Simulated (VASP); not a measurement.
A run of VASP 6.6.1 is set up as follows.

The input POSCAR:

```
YCl2
1.0
    0.0000000000      0.0000000000      5.8097190000
    5.8741850000      0.0000000000      0.0000000000
    2.9370930000      5.4501550000     -2.9048600000
Cl Y
4 2
Direct
    0.1117100000      0.0952900000      0.2234200000
    0.8882900000      0.9047100000      0.7765800000
    0.3882900000      0.3187100000      0.7765800000
    0.6117100000      0.6812900000      0.2234200000
    0.2500000000      0.0000000000      0.0000000000
    0.7500000000      0.0000000000      0.0000000000
```

The input INCAR.step1:

```
SYSTEM = YCl2
PREC     = Accurate       ! precision mode
ENCUT    = 520            ! plane-wave cutoff, eV
ISMEAR   = -1             ! smearing method
SIGMA    = 0.1            ! smearing width, eV
LREAL    = .FALSE.        ! projectors in reciprocal space
LASPH    = .TRUE.         ! aspherical terms in the spheres
NELM     = 100            ! most SCF steps
NBANDS   = 34             ! bands
GGA      = PE             ! functional
ALGO     = Normal         ! electronic algorithm
EDIFF    = 1E-4           ! SCF threshold, eV
LWAVE    = .TRUE.         ! write WAVECAR
LCHARG   = .FALSE.        ! write CHGCAR
```

Contents of INCAR.step2:

```
SYSTEM = YCl2
PREC     = Accurate       ! precision mode
ENCUT    = 520            ! plane-wave cutoff, eV
EDIFF    = 1E-6           ! SCF threshold, eV
ISMEAR   = -1             ! smearing method
SIGMA    = 0.1            ! smearing width, eV
LREAL    = .FALSE.        ! projectors in reciprocal space
LASPH    = .TRUE.         ! aspherical terms in the spheres
NELM     = 100            ! most SCF steps
ALGO     = Normal         ! electronic algorithm
ISIF     = 2              ! what is computed and relaxed
LWAVE    = .FALSE.        ! write WAVECAR
LCHARG   = .FALSE.        ! write CHGCAR
METAGGA  = R2SCAN         ! meta-GGA
LMIXTAU  = .TRUE.       
NBANDS   = 34             ! bands
ISTART   = 1
```

KPOINTS

```
Automatic mesh
0
G
  7 7 7
  0 0 0
```

Potentials or basis: VASP PAW PBE potentials, release 64 (Cl, Y_sv).

The run is started by

```console
$ cat potpaw_PBE.64/Cl/POTCAR potpaw_PBE.64/Y_sv/POTCAR > POTCAR
$ cp INCAR.step1 INCAR
$ mpirun -np 1 vasp_std > vasp.out
$ cp INCAR.step2 INCAR
$ mpirun -np 1 vasp_std > vasp.out
```

What does it give for the band gap on the k mesh?

Zero (bands 25 and 26 overlap by 0.35 eV).

What does it give for the pressure?

27.8 GPa.

Stress tensor (GPa, compression positive):
```
22.94  0.00  0.00
 0.00 22.82  0.00
 0.00  0.00 37.76
```

Caveat: the stress differs along the axes, from 23 to 38 GPa; the PAW data sets were made with another functional, which shifts forces and pressure a little.
